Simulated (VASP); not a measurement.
# TePb (Immm) in VASP: notebook

The runs below take TePb through single point, with PBE.

All numbers are computed with VASP 6.6.1; they aren't measurements. Logs are shortened: lines on timing, memory, paths and dates and some standing lists are left out, and cuts for length are marked.

### 1 The cell of the first run

It takes space group Immm (No. 71, orthorhombic). The conventional cell has a = 4.450 Å, b = 4.678 Å, c = 6.454 Å, α = 90.00°, β = 90.00°, γ = 90.00°. Within 4.2 Å of Te (site symmetry mmm) lie 6 Pb at 3.23 Å. Within 4.2 Å of Pb (site symmetry mmm) lie 6 Te at 3.23 Å.

### 2 Single point, PBE (strain -0.0500 x Voigt [0, 0, 0, 0, 1, 0])

File INCAR:

```
ALGO = Normal ; EDIFF = 1E-6
ENCUT = 520 ; GGA = PE
ISIF = 2 ; ISMEAR = 0
LASPH = True ; LCHARG = True
LELF = True ; LREAL = False
LVHAR = True ; LWAVE = False
NBANDS = 17 ; NELM = 80
PREC = Accurate ; SIGMA = 0.05
```

File KPOINTS:

```
k-points
0
Gamma
  8 8 8
```

File POSCAR:

```
TePb
1.0
   -0.0806750000      3.2270000000      3.2270000000
    3.1463250000      0.0000000000      3.1463250000
    3.2270000000      3.2270000000     -0.0806750000
Te Pb
1 1
Direct
    0.5000000000      0.5000000000      0.5000000000
    0.0000000000      0.0000000000      0.0000000000
```

Potentials or basis: VASP PAW PBE potentials, release 64 (Te, Pb_d).

Command:

```sh
$ cat potpaw_PBE.64/Te/POTCAR potpaw_PBE.64/Pb_d/POTCAR > POTCAR
$ mpirun -np 1 vasp_std > vasp.out
```

OUTCAR:

```text
EDIFF = 1E-6
   ENCUT = 520
   GGA = PE
   ISIF = 2
   ISMEAR = 0
   LASPH = True
   LREAL = False
   NELM = 80
   PREC = Accurate

 ion  position               nearest neighbor table
   1  0.500  0.500  0.500-   2 3.23   2 3.23   2 3.23   2 3.23   2 3.23   2 3.23
   2  0.000  0.000  0.000-   1 3.23   1 3.23   1 3.23   1 3.23   1 3.23   1 3.23

  LATTYP: Found a body centered orthorhombic cell.
 ALAT       =     4.4495754866
 B/A-ratio  =     1.0512820513
 C/A-ratio  =     1.4504754486

  Lattice vectors:

 A1 = (   3.2270000000,  -3.2270000000,  -0.0806750000)
 A2 = (  -3.2270000000,  -3.2270000000,   0.0806750000)
 A3 = (   0.0806750000,   3.2270000000,  -3.2270000000)

Analysis of symmetry for initial positions (statically):
=====================================================================
 Subroutine PRICEL returns:
 Original cell was already a primitive cell.

 Routine SETGRP: Setting up the symmetry group for a
 body centered orthorhombic supercell.

 Subroutine GETGRP returns: Found  8 space group operations
 (whereof  8 operations were pure point group operations)
 out of a pool of  8 trial point group operations.

The static configuration has the point symmetry D_2h.

Analysis of symmetry for dynamics (positions and initial velocities):
=====================================================================
 Subroutine PRICEL returns:
 Original cell was already a primitive cell.

 Routine SETGRP: Setting up the symmetry group for a
 body centered orthorhombic supercell.

 Subroutine GETGRP returns: Found  8 space group operations
 (whereof  8 operations were pure point group operations)
 out of a pool of  8 trial point group operations.

The dynamic configuration has the point symmetry D_2h.

 Subroutine INISYM returns: Found  8 space group operations
 (whereof  8 operations are pure point group operations),
 and found     1 'primitive' translations

----------------------------------------------------------------------------------------

                                     Primitive cell

  volume of cell :      67.1669

  direct lattice vectors                    reciprocal lattice vectors
    -0.080675000  3.227000000  3.227000000    -0.151163582  0.154942671  0.151163582
     3.146325000  0.000000000  3.146325000     0.158915560 -0.154942671  0.158915560
     3.227000000  3.227000000 -0.080675000     0.151163582  0.154942671 -0.151163582

  length of vectors
     4.564380183  4.449575487  4.564380183     0.264022893  0.272975350  0.264022893

  position of ions in fractional coordinates (direct lattice)
     0.500000000  0.500000000  0.500000000
     0.000000000  0.000000000  0.000000000

  ion indices of the primitive-cell ions
   primitive index   ion index
                 1           1
                 2           2

----------------------------------------------------------------------------------------

 KPOINTS: k-points

Automatic generation of k-mesh.
 Grid dimensions read from file:
 generate k-points for:    8    8    8

 Generating k-lattice:

  Cartesian coordinates                     Fractional coordinates (reciprocal lattice)
    -0.018895448  0.019367834  0.018895448     0.125000000  0.000000000  0.000000000
     0.019864445 -0.019367834  0.019864445     0.000000000  0.125000000  0.000000000
     0.018895448  0.019367834 -0.018895448     0.000000000  0.000000000  0.125000000

  Length of vectors
     0.033002862  0.034121919  0.033002862

  Shift w.r.t. Gamma in fractional coordinates (k-lattice)
     0.000000000  0.000000000  0.000000000

 Subroutine IBZKPT returns following result:
 ===========================================

 Found     95 irreducible k-points:

 Following reciprocal coordinates:
            Coordinates               Weight
  0.000000  0.000000  0.000000      1.000000
  0.125000  0.000000 -0.000000      4.000000
  0.250000  0.000000 -0.000000      4.000000
  0.375000  0.000000 -0.000000      4.000000
  0.500000  0.000000 -0.000000      2.000000
 -0.000000  0.125000 -0.000000      4.000000
[... 16 lines left out ...]
  0.125000  0.375000  0.000000      8.000000
  0.250000  0.375000  0.000000      8.000000
 [... further k-points ...]
   k-points           NKPTS =     95   k-points in BZ     NKDIM =     95   number of bands    NBANDS=     17
   number of dos      NEDOS =    301   number of ions     NIONS =      2
   total plane-waves  NPLWV =  46656
   dimension x,y,z NGX =    36 NGY =   36 NGZ =   36
   dimension x,y,z NGXF=    72 NGYF=   72 NGZF=   72
   ions per type =               1   1
   NGX,Y,Z   is equivalent  to a cutoff of  13.11, 13.45, 13.11 a.u.
   NGXF,Y,Z  is equivalent  to a cutoff of  26.22, 26.90, 26.22 a.u.
 SYSTEM =  unknown system
   PREC   = accura    normal or accurate (medium, high low for compatibility)
   ISTART =      0    job   : 0-new  1-cont  2-samecut
   ICHARG =      2    charge: 1-file 2-atom 10-const
   ISPIN  =      1    spin polarized calculation?
   LNONCOLLINEAR =      F non collinear calculations
   LSORBIT =      F    spin-orbit coupling
   LASPH  =      T    aspherical Exc in radial PAW
   ENCUT  =  520.0 eV  38.22 Ry    6.18 a.u.   8.49  8.27  8.49*2*pi/ulx,y,z
   NELM   =     80;   NELMIN=  2; NELMDL= -5     # of ELM steps
   EDIFF  = 0.1E-05   stopping-criterion for ELM
   LREAL  =      F    real-space projection
   EDIFFG = 0.1E-04   stopping-criterion for IOM
   NSW    =      0    number of steps for IOM
   IBRION =     -1    ionic relax: 0-MD 1-quasi-New 2-CG
   NFREE  =      0    steps in history (QN), initial steepest desc. (CG)
   ISIF   =      2    stress and relaxation
   ISYM   =      2    0-nonsym 1-usesym 2-fastsym
   POTIM  = 0.5000    time-step for ionic-motion
   TEBEG  =    0.0;   TEEND  =   0.0 temperature during run
   PSTRESS=    0.0 pullay stress
   NELECT =      20.0000    total number of electrons
   NUPDOWN=      -1.0000    fix difference up-down
   EMIN   =  10.00;   EMAX   =-10.00  energy-range for DOS
   EFERMI =   0.00;   METHOD = LEGACY
   ISMEAR =     0;   SIGMA  =   0.05  broadening in eV -4-tet -1-fermi 0-gaus
   EFERMI_NEDOS =   21; number of points for ismear=-14 and -15
   IALGO  =     38    algorithm
   IMIX   =      4    mixing-type and parameters
     AMIX     =   0.40;   BMIX     =  1.00
     AMIX_MAG =   1.60;   BMIX_MAG =  1.00
  volume/ion in A,a.u.               =      33.58       226.63
  Fermi-wavevector in a.u.,A,eV,Ry     =   1.093200  2.065849 16.260142  1.195087
  Thomas-Fermi vector in A             =   2.229481
   LORBIT       =      0    0 simple, 1 ext, 2 COOP (PROOUT), +10 PAW based schemes
   GGA     = PE    functional components
   LHFCALC =     F    Hartree Fock is set to
   AEXX    =    0.0000 exact exchange contribution
   IVDW    =     0    specifies the selected vdW correction
   LEPSILON=     F    determine dielectric tensor
   LRPA    =     F    only Hartree local field effects (RPA)
 non-spin polarized calculation
 Gauss-broadening in eV      SIGMA  =   0.05
  energy-cutoff  :      520.00
  volume of cell :       67.17
 maximum number of plane-waves:      1827
 NGX is ok and might be reduce to    36
   NGX = 17   NGY = 17   NGZ = 17

 number of electron      19.9999997 magnetization

 Free energy of the ion-electron system (eV)
  ---------------------------------------------------
  ext. energy  EPLUGINS =         0.00000000
  ---------------------------------------------------
  free energy    TOTEN  =        -7.48978200 eV

  energy without entropy =       -7.48978200  energy(sigma->0) =       -7.48978200

 E-fermi :   6.0530     XC(G=0):  -9.3210

 val. band max:        5.7977962233   @ k =   0.5000   0.0000  -0.0000
 cond. band min:       6.2520316290   @ k =  -0.0000   0.5000  -0.0000
 fundamental gap:      0.4542354057
 Fermi energy:         6.0529765013

 k-point     1 :       0.0000    0.0000    0.0000
  band No.  band energies     occupation
      1     -11.0539      2.00000
      2     -11.0501      2.00000
      3     -11.0421      2.00000
      4     -11.0389      2.00000
      5     -11.0381      2.00000
      6      -6.3702      2.00000
[... 9 lines left out ...]
     16      11.7753      0.00000
     17      13.0548      0.00000

 k-point     2 :       0.1250    0.0000   -0.0000
  band No.  band energies     occupation
      1     -11.0561      2.00000
      2     -11.0516      2.00000
      3     -11.0401      2.00000
      4     -11.0384      2.00000
      5     -11.0361      2.00000
      6      -6.2390      2.00000
[... 9 lines left out ...]
     16      12.0617      0.00000
     17      13.9973      0.00000

 k-point     3 :       0.2500    0.0000   -0.0000
  band No.  band energies     occupation
      1     -11.0615      2.00000
      2     -11.0561      2.00000
      3     -11.0376      2.00000
      4     -11.0342      2.00000
      5     -11.0305      2.00000
      6      -5.8611      2.00000
[... 9 lines left out ...]
     16      12.8430      0.00000
     17      15.8559      0.00000

 k-point     4 :       0.3750    0.0000   -0.0000
  band No.  band energies     occupation
      1     -11.0671      2.00000
      2     -11.0609      2.00000
      3     -11.0368      2.00000
      4     -11.0280      2.00000
      5     -11.0249      2.00000
      6      -5.3158      2.00000
[... 9 lines left out ...]
     16      14.0342      0.00000
     17      16.1430      0.00000
[... 343 lines left out ...]
      1     -11.0653      2.00000
      2     -11.0601      2.00000
      3     -11.0408      2.00000
      4     -11.0262      2.00000
      5     -11.0233      2.00000
      6      -5.2594      2.00000
[... 9 lines left out ...]
     16      14.1195      0.00000
     17      16.4929      0.00000

 k-point    23 :       0.1250    0.3750    0.0000
  band No.  band energies     occupation
      1     -11.0712      2.00000
      2     -11.0541      2.00000
      3     -11.0418      2.00000
      4     -11.0269      2.00000
      5     -11.0243      2.00000
      6      -5.3569      2.00000
[... 9 lines left out ...]
     16      14.5909      0.00000
     17      16.2120      0.00000

 k-point    24 :       0.2500    0.3750    0.0000
  band No.  band energies     occupation
      1     -11.0869      2.00000
      2     -11.0467      2.00000
      3     -11.0448      2.00000
      4     -11.0232      2.00000
      5     -11.0220      2.00000
      6      -5.2626      2.00000
[... 9 lines left out ...]
     16      15.1914      0.00000
     17      15.4417      0.00000

 [... further k-points ...]
[... 5 lines left out ...]
  --------------------------------------------------------------------------------------
  -------------------------------------------------------------------------------------
  Total        0.9547042      0.9351216      0.9547042     -0.0000000     -0.0000000      0.2961060
  in kB       22.7732002     22.3060813     22.7732002     -0.0000000     -0.0000000      7.0632156
  external PRESSURE =      22.6174939 kB  Pullay stress =       0.0000000 kB

 VOLUME and BASIS-vectors are now :
 -----------------------------------------------------------------------------
  energy-cutoff  :      520.00
  volume of cell :       67.17
      direct lattice vectors                 reciprocal lattice vectors
    -0.080675000  3.227000000  3.227000000    -0.151163582  0.154942671  0.151163582
     3.146325000  0.000000000  3.146325000     0.158915560 -0.154942671  0.158915560
     3.227000000  3.227000000 -0.080675000     0.151163582  0.154942671 -0.151163582

 POSITION                                       TOTAL-FORCE (eV/Angst)
 -----------------------------------------------------------------------------------
      3.14633      3.22700      3.14632         0.000000     -0.000000      0.000000
      0.00000      0.00000      0.00000        -0.000000      0.000000     -0.000000
 -----------------------------------------------------------------------------------
    total drift:                               -0.000000      0.000000      0.000000

  FREE ENERGIE OF THE ION-ELECTRON SYSTEM (eV)
  ---------------------------------------------------
  free  energy   TOTEN  =        -7.4897820043 eV

  energy  without entropy=       -7.4897820043  energy(sigma->0) =       -7.48978200
```

Run time: 93 s. Hardware: 1 thread of AMD EPYC 7R43 (Zen 3), shared host; peak memory 0.24 GiB.

What came out:

```yaml
Free_energy: -7.4898 eV
Pressure: 2.3 GPa
Band_gap_on_the_k_mesh: 0.45 eV, indirect (least direct gap 0.68 eV)
```

Stress tensor (GPa, compression positive):
```
2.28 0.00 0.71
0.00 2.23 0.00
0.71 0.00 2.28
```

Levels at points of the mesh, in eV from the valence-band top:
| k point | band 8 | band 9 | band 10 | band 11 | band 12 | band 13 |
| --- | --- | --- | --- | --- | --- | --- |
| (0.00, 0.00, 0.00) | -1.69 | -1.49 | -1.25 | 3.91 | 3.96 | 4.05 |
| (0.50, 0.00, 0.00) | -1.01 | -0.87 | 0.00 | 0.70 | 1.22 | 1.34 |
| (0.00, 0.50, 0.00) | -1.14 | -1.05 | -0.22 | 0.45 | 0.98 | 1.13 |
| (0.50, 0.50, 0.00) | -4.65 | -2.94 | -2.94 | 3.16 | 5.28 | 5.38 |
| (0.50, 0.00, 0.50) | -4.65 | -3.17 | -2.69 | 3.18 | 5.30 | 5.47 |

Caveat: the cell differs from its parent crystal (strain -0.0500 x Voigt [0, 0, 0, 0, 1, 0]); spin-orbit coupling is left out, which moves the levels of the heavy elements. A k mesh can miss the band edges.

[end of part 1 of 2]
